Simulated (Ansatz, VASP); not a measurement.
Two plane-wave programs on ZnO

Contents of INCAR:

```
  PREC = Accurate
  ENCUT = 600
  EDIFF = 1E-6
  ISMEAR = 0
  SIGMA = 0.01
  LREAL = F
  LASPH = T
  NELM = 120
  ALGO = Normal
  ISIF = 2
  LWAVE = F
  LCHARG = F
  GGA = PE
  NBANDS = 26
  GGA_COMPAT = F
```

KPOINTS

```
Automatic mesh
0
Gamma
  9 9 4
```

Contents of POSCAR:

```
ZnO
1.0
    3.2463964127      0.0000000000      0.0000000000
   -1.6231982063      2.8114617641      0.0000000000
    0.0000000000      0.0000000000      5.2396929560
Zn O
2 2
Direct
    0.3333333333      0.6666666667      0.4999596405
    0.6666666667      0.3333333333     -0.0000403595
    0.6666666667      0.3333333333      0.3790503595
    0.3333333333      0.6666666667      0.8790503595
```

Input for Ansatz:

```yaml
crystal:
  lattice:
    - [3.2463964127, 0.0, 0.0]
    - [-1.6231982063, 2.8114617641, 0.0]
    - [0.0, 0.0, 5.239692956]
  atoms:
    - { symbol: Zn, position: [0.3333333333, 0.6666666667, 0.4999596405] }
    - { symbol: Zn, position: [0.6666666667, 0.3333333333, -4.03595e-05] }
    - { symbol: O, position: [0.6666666667, 0.3333333333, 0.3790503595] }
    - { symbol: O, position: [0.3333333333, 0.6666666667, 0.8790503595] }
kpoints:
  mp_grid: { grid: [9, 9, 4] }
hamiltonian:
  xc: pbe
scf:
  occupations: { method: fixed }
  n_extra_bands: 5
output:
  forces: true
  stress: true
  eigenvalues: true
```

Alike in both runs: task single point; functional PBE; k mesh 9 × 9 × 4; no spin polarisation.

|  | VASP | Ansatz |
| --- | --- | --- |
| version | VASP 6.6.1 | Ansatz 0.2.0 |
| potentials or method | VASP PAW PBE potentials, release 64 (Zn, O) | plane waves, PAW |
| plane-wave cutoff (eV) | 600 | 420 |
| occupations | gaussian, width 0.01 eV | fixed |
| valence electrons in the cell | 36 | 36 |

```tsv
	VASP	Ansatz	Ansatz less VASP
gap on the k mesh at the Fermi level (eV)	0.77	0.79	+0.014
pressure (GPa)	5.1	4.2	-0.89
```
